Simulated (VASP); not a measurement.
Set up this calculation in VASP 6.6.1, as the native input.

```yaml
Task: single point
Functional: LDA
Potentials_or_basis: VASP PAW LDA potentials, release 64 (Fe)
Cutoff: 520 eV
k_mesh: 13 × 13 × 13
Occupations: fermi-dirac, width 0.05 eV
Spin: collinear spin, ferromagnetic start
Starting_moments: "[3.0] μB"
Dipole_correction: no
Further_INCAR_settings: ALGO = Normal; EDIFF = 1e-06; NBANDS = 14
```

The structure of Fe lies in POSCAR:

```
Fe
1.0
    0.0000000000      1.9154967481      1.9385464314
    1.4781880421      0.0000000000      1.9385464314
    1.4781880421      1.9154967481      0.0000000000
Fe
1
Direct
    0.0000000000      0.0000000000      0.0000000000
```

This cell differs from its parent crystal: volume scaled by 0.96.

One way to write it, as run:

INCAR

```
PREC     = Accurate       # precision mode
ENCUT    = 520            # plane-wave cutoff, eV
EDIFF    = 1E-6           # SCF threshold, eV
ISMEAR   = -1             # smearing method
SIGMA    = 0.05           # smearing width, eV
LREAL    = False          # projectors in reciprocal space
LASPH    = True           # aspherical terms in the spheres
NELM     = 150            # most SCF steps
ALGO     = Normal         # electronic algorithm
ISIF     = 2              # what is computed and relaxed
LWAVE    = False          # write WAVECAR
LCHARG   = True           # write CHGCAR
ISPIN    = 2              # spin polarisation
MAGMOM   = 3              # initial moments
LORBIT   = 11             # projections on sites
LMAXMIX  = 4              # l up to which the mixer works
LELF     = True           # ELF
LVHAR    = True         
NBANDS   = 14             # bands
```

KPOINTS

```
Automatic mesh
0
Gamma
  13 13 13
```

Potentials or basis: VASP PAW LDA potentials, release 64 (Fe).

Run with:

```sh
$ cat potpaw_LDA.64/Fe/POTCAR > POTCAR
$ mpirun -np 1 vasp_std > vasp.out
```

It gave:

| Property | Result |
| --- | --- |
| Pressure | -12.5 GPa |
| Band gap on the k mesh | zero (filled and empty bands overlap) |
| Net moment | 2.04 μB per cell |
| Site moments | Fe +2.01 μB |
| Valence electrons inside the program's atomic spheres | Fe 7.35 |

Wall time 100 s on 1 thread of Intel(R) Xeon(R) Platinum 8259CL CPU @ 2.50GHz (Skylake/Cascade Lake), on a shared host, peak memory 0.18 GiB.
